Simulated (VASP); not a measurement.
A run of VASP 6.6.1:

The input INCAR:

```
ALGO = Normal ; EDIFF = 1E-6
ENCUT = 600 ; GGA = PS
GGA_COMPAT = False ; ISIF = 2
ISMEAR = 0 ; LASPH = True
LCHARG = False ; LREAL = False
LWAVE = False ; NBANDS = 14
NELM = 120 ; PREC = Accurate
SIGMA = 0.1
```

The input KPOINTS:

```
k-points
0
Gamma
  8 8 8
```

POSCAR

```
NaF
1.0
    0.0000000000      2.2858943317      2.2858943317
    2.2858943317      0.0000000000      2.2858943317
    2.2858943317      2.2858943317      0.0000000000
Na F
1 1
Direct
    0.0000000000      0.0000000000      0.0000000000
    0.5000000000      0.5000000000      0.5000000000
```

Potentials or basis: VASP PAW PBE potentials, release 64 (Na_pv, F).

Command:

```bash
$ cat potpaw_PBE.64/Na_pv/POTCAR potpaw_PBE.64/F/POTCAR > POTCAR
$ mpirun -np 1 vasp_std > vasp.out
```

Hardware: 1 thread of Intel(R) Xeon(R) Platinum 8488C (Sapphire Rapids) (shared host).

**Question.** Estimate the wall time of this run.

**Answer.** Wall time 8.2 s on 1 thread of Intel(R) Xeon(R) Platinum 8488C (Sapphire Rapids) (shared host), peak memory 0.15 GiB. Counts: scf iterations 12, k points 29.
